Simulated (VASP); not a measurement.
# Ni (Fm-3m) in VASP: notebook

The runs below take Ni through single point, with PBE.

Program: VASP 6.6.1. These are calculated values, not measurements. Logs are shortened: lines on timing, memory, paths and dates and some standing lists are left out, and cuts for length are marked.

### 1 The cell of the first run

It takes space group Fm-3m (No. 225, cubic). Conventional cell: a = 3.519 Å, b = 3.519 Å, c = 3.519 Å, α = 90.00°, β = 90.00°, γ = 90.00°. Ni (site symmetry m-3m) has 12 Ni at 2.49 Å within 3.3 Å.

### 2 Single point, PBE, collinear spin, ferromagnetic start

INCAR

```
SYSTEM = Ni
ALGO     = Normal         ! electronic algorithm
EDIFF    = 1E-6           ! SCF threshold, eV
ENCUT    = 520            ! plane-wave cutoff, eV
GGA      = PE             ! functional
ISIF     = 2              ! what is computed and relaxed
ISMEAR   = -1             ! smearing method
ISPIN    = 2              ! spin polarisation
LASPH    = .True.         ! aspherical terms in the spheres
LCHARG   = .True.         ! write CHGCAR
LELF     = .True.         ! ELF
LMAXMIX  = 4              ! l up to which the mixer works
LORBIT   = 11             ! projections on sites
LREAL    = .False.        ! projectors in reciprocal space
LVHAR    = .True.       
LWAVE    = .False.        ! write WAVECAR
MAGMOM   = 0.672          ! initial moments
NBANDS   = 15             ! bands
NELM     = 150            ! most SCF steps
PREC     = Accurate       ! precision mode
SIGMA    = 0.05           ! smearing width, eV
```

KPOINTS

```
k-points
0
Gamma
  15 15 15
  0 0 0
```

POSCAR

```
Ni
1.0
    0.0000000000      1.7596893266      1.7596893266
    1.7596893266      0.0000000000      1.7596893266
    1.7596893266      1.7596893266      0.0000000000
Ni
1
Direct
    0.0000000000      0.0000000000      0.0000000000
```

Potentials or basis: VASP PAW PBE potentials, release 64 (Ni).

Launch:

```bash
cat potpaw_PBE.64/Ni/POTCAR > POTCAR
mpirun -np 1 vasp_std > vasp.out
```

OUTCAR:

```text
SYSTEM = Ni
   EDIFF = 1E-6
   ENCUT = 520
   GGA = PE
   ISIF = 2
   ISMEAR = -1
   ISPIN = 2
   LASPH = .True.
   LORBIT = 11
   LREAL = .False.
   NELM = 150
   PREC = Accurate

 ion  position               nearest neighbor table
   1  0.000  0.000  0.000-

  LATTYP: Found a face centered cubic cell.
 ALAT       =     3.5193786532

  Lattice vectors:

 A1 = (   0.0000000000,   1.7596893266,   1.7596893266)
 A2 = (   1.7596893266,   0.0000000000,   1.7596893266)
 A3 = (   1.7596893266,   1.7596893266,   0.0000000000)

Analysis of symmetry for initial positions (statically):
=====================================================================
 Subroutine PRICEL returns:
 Original cell was already a primitive cell.

 Routine SETGRP: Setting up the symmetry group for a
 face centered cubic supercell.

 Subroutine GETGRP returns: Found 48 space group operations
 (whereof 48 operations were pure point group operations)
 out of a pool of 48 trial point group operations.

The static configuration has the point symmetry O_h .

Analysis of symmetry for dynamics (positions and initial velocities):
=====================================================================
 Subroutine PRICEL returns:
 Original cell was already a primitive cell.

 Routine SETGRP: Setting up the symmetry group for a
 face centered cubic supercell.

 Subroutine GETGRP returns: Found 48 space group operations
 (whereof 48 operations were pure point group operations)
 out of a pool of 48 trial point group operations.

The dynamic configuration has the point symmetry O_h .

Analysis of structural, dynamic, and magnetic symmetry:
=====================================================================
 Subroutine PRICEL returns:
 Original cell was already a primitive cell.

 Routine SETGRP: Setting up the symmetry group for a
 face centered cubic supercell.

 Subroutine GETGRP returns: Found 48 space group operations
 (whereof 48 operations were pure point group operations)
 out of a pool of 48 trial point group operations.

The overall configuration has the point symmetry O_h .

 Subroutine INISYM returns: Found 48 space group operations
 (whereof 48 operations are pure point group operations),
 and found     1 'primitive' translations

----------------------------------------------------------------------------------------

                                     Primitive cell

  volume of cell :      10.8978

  direct lattice vectors                    reciprocal lattice vectors
     0.000000000  1.759689327  1.759689327    -0.284141065  0.284141065  0.284141065
     1.759689327  0.000000000  1.759689327     0.284141065 -0.284141065  0.284141065
     1.759689327  1.759689327  0.000000000     0.284141065  0.284141065 -0.284141065

  length of vectors
     2.488576511  2.488576511  2.488576511     0.492146762  0.492146762  0.492146762

  position of ions in fractional coordinates (direct lattice)
     0.000000000  0.000000000  0.000000000

  ion indices of the primitive-cell ions
   primitive index   ion index
                 1           1

----------------------------------------------------------------------------------------

 KPOINTS: k-points

Automatic generation of k-mesh.
 Grid dimensions read from file:
 generate k-points for:   15   15   15

 Generating k-lattice:

  Cartesian coordinates                     Fractional coordinates (reciprocal lattice)
    -0.018942738  0.018942738  0.018942738     0.066666667  0.000000000  0.000000000
     0.018942738 -0.018942738  0.018942738     0.000000000  0.066666667  0.000000000
     0.018942738  0.018942738 -0.018942738     0.000000000  0.000000000  0.066666667

  Length of vectors
     0.032809784  0.032809784  0.032809784

  Shift w.r.t. Gamma in fractional coordinates (k-lattice)
     0.000000000  0.000000000  0.000000000

 Subroutine IBZKPT returns following result:
 ===========================================

 Found    120 irreducible k-points:

 Following reciprocal coordinates:
            Coordinates               Weight
  0.000000  0.000000  0.000000      1.000000
  0.066667  0.000000  0.000000      8.000000
  0.133333  0.000000  0.000000      8.000000
  0.200000  0.000000  0.000000      8.000000
  0.266667  0.000000  0.000000      8.000000
  0.333333  0.000000  0.000000      8.000000
[... 16 lines left out ...]
  0.133333  0.133333  0.000000      6.000000
  0.200000  0.133333  0.000000     24.000000
 [... further k-points ...]
   k-points           NKPTS =    120   k-points in BZ     NKDIM =    120   number of bands    NBANDS=     15
   number of dos      NEDOS =    301   number of ions     NIONS =      1
   total plane-waves  NPLWV =   8000
   dimension x,y,z NGX =    20 NGY =   20 NGZ =   20
   dimension x,y,z NGXF=    40 NGYF=   40 NGZF=   40
   ions per type =               1
   NGX,Y,Z   is equivalent  to a cutoff of  13.36, 13.36, 13.36 a.u.
   NGXF,Y,Z  is equivalent  to a cutoff of  26.72, 26.72, 26.72 a.u.
 SYSTEM =  Ni
   PREC   = accura    normal or accurate (medium, high low for compatibility)
   ISTART =      0    job   : 0-new  1-cont  2-samecut
   ICHARG =      2    charge: 1-file 2-atom 10-const
   ISPIN  =      2    spin polarized calculation?
   LNONCOLLINEAR =      F non collinear calculations
   LSORBIT =      F    spin-orbit coupling
   LASPH  =      T    aspherical Exc in radial PAW
   ENCUT  =  520.0 eV  38.22 Ry    6.18 a.u.   4.63  4.63  4.63*2*pi/ulx,y,z
   NELM   =    150;   NELMIN=  2; NELMDL= -5     # of ELM steps
   EDIFF  = 0.1E-05   stopping-criterion for ELM
   LREAL  =      F    real-space projection
   EDIFFG = 0.1E-04   stopping-criterion for IOM
   NSW    =      0    number of steps for IOM
   IBRION =     -1    ionic relax: 0-MD 1-quasi-New 2-CG
   NFREE  =      0    steps in history (QN), initial steepest desc. (CG)
   ISIF   =      2    stress and relaxation
   ISYM   =      2    0-nonsym 1-usesym 2-fastsym
   POTIM  = 0.5000    time-step for ionic-motion
   TEBEG  =    0.0;   TEEND  =   0.0 temperature during run
   PSTRESS=    0.0 pullay stress
   NELECT =      10.0000    total number of electrons
   NUPDOWN=      -1.0000    fix difference up-down
   EMIN   =  10.00;   EMAX   =-10.00  energy-range for DOS
   EFERMI =   0.00;   METHOD = LEGACY
   ISMEAR =    -1;   SIGMA  =   0.05  broadening in eV -4-tet -1-fermi 0-gaus
   EFERMI_NEDOS =   21; number of points for ismear=-14 and -15
   IALGO  =     38    algorithm
   IMIX   =      4    mixing-type and parameters
     AMIX     =   0.40;   BMIX     =  1.00
     AMIX_MAG =   1.60;   BMIX_MAG =  1.00
  volume/ion in A,a.u.               =      10.90        73.54
  Fermi-wavevector in a.u.,A,eV,Ry     =   1.590849  3.006268 34.433612  2.530799
  Thomas-Fermi vector in A             =   2.689480
   LORBIT       =     11    0 simple, 1 ext, 2 COOP (PROOUT), +10 PAW based schemes
   GGA     = PE    functional components
   LHFCALC =     F    Hartree Fock is set to
   AEXX    =    0.0000 exact exchange contribution
   IVDW    =     0    specifies the selected vdW correction
   LEPSILON=     F    determine dielectric tensor
   LRPA    =     F    only Hartree local field effects (RPA)
 spin polarized calculation
  energy-cutoff  :      520.00
  volume of cell :       10.90
 maximum number of plane-waves:       304
   NGX =  9   NGY =  9   NGZ =  9

 number of electron      10.0000009 magnetization       0.6430964

 Free energy of the ion-electron system (eV)
  ---------------------------------------------------
  ext. energy  EPLUGINS =         0.00000000
  ---------------------------------------------------
  free energy    TOTEN  =        -5.47866518 eV

  energy without entropy =       -5.46474091  energy(sigma->0) =       -5.47170304

 E-fermi :   9.3514     XC(G=0): -13.2462

 val. band max:        9.3513321457   @ k =  -0.4667   0.3333   0.1333
 cond. band min:       9.3615701322   @ k =   0.4000   0.0000   0.0000
 fundamental gap:      0.0102379865
 Fermi energy:         9.3514218118

 spin component 1

 k-point     1 :       0.0000    0.0000    0.0000
  band No.  band energies     occupation
      1       0.3539      1.00000
      2       6.9103      1.00000
      3       6.9103      1.00000
      4       6.9103      1.00000
      5       8.0863      1.00000
      6       8.0863      1.00000
      7      33.0639      0.00000
      8      36.9101      0.00000
      9      36.9101      0.00000
     10      36.9101      0.00000
     11      39.8404      0.00000
     12      39.8404      0.00000
     13      39.8404      0.00000
     14      42.8143      0.00000
     15      49.0883      0.00000

 k-point     2 :       0.0667    0.0000    0.0000
  band No.  band energies     occupation
      1       0.5274      1.00000
      2       6.8661      1.00000
      3       6.9487      1.00000
      4       6.9487      1.00000
      5       8.0702      1.00000
      6       8.0702      1.00000
      7      32.4482      0.00000
      8      35.0016      0.00000
      9      36.5043      0.00000
     10      36.5043      0.00000
     11      40.4430      0.00000
     12      40.4430      0.00000
     13      40.9519      0.00000
     14      44.2736      0.00000
     15      47.5184      0.00000
[... 365 lines left out ...]
      3       7.1637      1.00000
      4       7.1637      1.00000
      5       7.8088      1.00000
      6       8.2001      1.00000
      7      31.6429      0.00000
      8      32.7018      0.00000
      9      32.7018      0.00000
     10      33.9425      0.00000
     11      40.4487      0.00000
     12      43.2400      0.00000
     13      43.9729      0.00000
     14      43.9729      0.00000
     15      47.6392      0.00000

 k-point    24 :       0.2000    0.1333    0.0000
  band No.  band energies     occupation
      1       1.8528      1.00000
      2       6.4472      1.00000
      3       7.2654      1.00000
      4       7.2901      1.00000
      5       7.7420      1.00000
      6       8.2592      1.00000
      7      29.0200      0.00000
      8      31.5868      0.00000
      9      32.0455      0.00000
     10      34.3282      0.00000
     11      38.7075      0.00000
     12      43.2249      0.00000
     13      44.9476      0.00000
     14      45.5506      0.00000
     15      50.3485      0.00000

 [... further k-points ...]

 spin component 2

 k-point     1 :       0.0000    0.0000    0.0000
  band No.  band energies     occupation
      1       0.3200      1.00000
      2       7.6830      1.00000
      3       7.6830      1.00000
      4       7.6830      1.00000
      5       8.6879      1.00000
      6       8.6879      1.00000
      7      32.8995      0.00000
      8      36.8927      0.00000
      9      36.8927      0.00000
     10      36.8927      0.00000
     11      39.9456      0.00000
     12      39.9456      0.00000
     13      39.9456      0.00000
     14      42.6892      0.00000
     15      49.2919      0.00000

 k-point     2 :       0.0667    0.0000    0.0000
  band No.  band energies     occupation
      1       0.4938      1.00000
      2       7.6326      1.00000
      3       7.7229      1.00000
      4       7.7229      1.00000
      5       8.6708      1.00000
      6       8.6708      1.00000
      7      32.3521      0.00000
      8      34.9746      0.00000
      9      36.5182      0.00000
     10      36.5182      0.00000
     11      40.5103      0.00000
     12      40.5103      0.00000
     13      40.9480      0.00000
     14      44.2129      0.00000
     15      47.6896      0.00000
[... 365 lines left out ...]
      3       7.9458      1.00000
      4       7.9458      1.00000
      5       8.3904      1.00000
      6       8.8058      0.99998
      7      31.6039      0.00000
      8      32.7802      0.00000
      9      32.7802      0.00000
     10      33.8742      0.00000
     11      40.6569      0.00000
     12      43.2510      0.00000
     13      43.9305      0.00000
     14      43.9305      0.00000
     15      47.5526      0.00000

 k-point    24 :       0.2000    0.1333    0.0000
  band No.  band energies     occupation
      1       1.8249      1.00000
      2       7.1755      1.00000
      3       8.0118      1.00000
      4       8.0688      1.00000
      5       8.3520      1.00000
      6       8.8757      0.99993
      7      29.0916      0.00000
      8      31.6719      0.00000
      9      32.0128      0.00000
     10      34.3011      0.00000
     11      38.9195      0.00000
     12      43.2085      0.00000
     13      44.8861      0.00000
     14      45.5050      0.00000
     15      50.3929      0.00000

 [... further k-points ...]
[... 5 lines left out ...]
  --------------------------------------------------------------------------------------
  -------------------------------------------------------------------------------------
  Total       -0.0066205     -0.0066205     -0.0066205      0.0000000      0.0000000     -0.0000000
  in kB       -0.9733328     -0.9733328     -0.9733328      0.0000000      0.0000000     -0.0000000
  external PRESSURE =      -0.9733328 kB  Pullay stress =       0.0000000 kB

 VOLUME and BASIS-vectors are now :
 -----------------------------------------------------------------------------
  energy-cutoff  :      520.00
  volume of cell :       10.90
      direct lattice vectors                 reciprocal lattice vectors
     0.000000000  1.759689327  1.759689327    -0.284141065  0.284141065  0.284141065
     1.759689327  0.000000000  1.759689327     0.284141065 -0.284141065  0.284141065
     1.759689327  1.759689327  0.000000000     0.284141065  0.284141065 -0.284141065

 POSITION                                       TOTAL-FORCE (eV/Angst)
 -----------------------------------------------------------------------------------
      0.00000      0.00000      0.00000         0.000000     -0.000000      0.000000
 -----------------------------------------------------------------------------------
    total drift:                                0.000000      0.000000      0.000000

  FREE ENERGIE OF THE ION-ELECTRON SYSTEM (eV)
  ---------------------------------------------------
  free  energy   TOTEN  =        -5.4786651799 eV

  energy  without entropy=       -5.4647409094  energy(sigma->0) =       -5.47170304

 total charge

# of ion       s       p       d       tot
------------------------------------------
    1        0.497   0.497   8.312   9.307

 magnetization (x)

# of ion       s       p       d       tot
------------------------------------------
    1       -0.006  -0.025   0.687   0.655
```

It took 79 s on 1 thread of AMD EPYC 7R13, shared host; peak memory 0.15 GiB.

What came out:

| Quantity | Value |
| --- | --- |
| Free energy | -5.4787 eV |
| Pressure | -0.1 GPa |
| Net moment | 0.64 μB per cell |
| Site moments | Ni +0.66 μB |
| Valence electrons inside the program's atomic spheres | Ni 9.31 |

(Continued in part 2 of 2.)
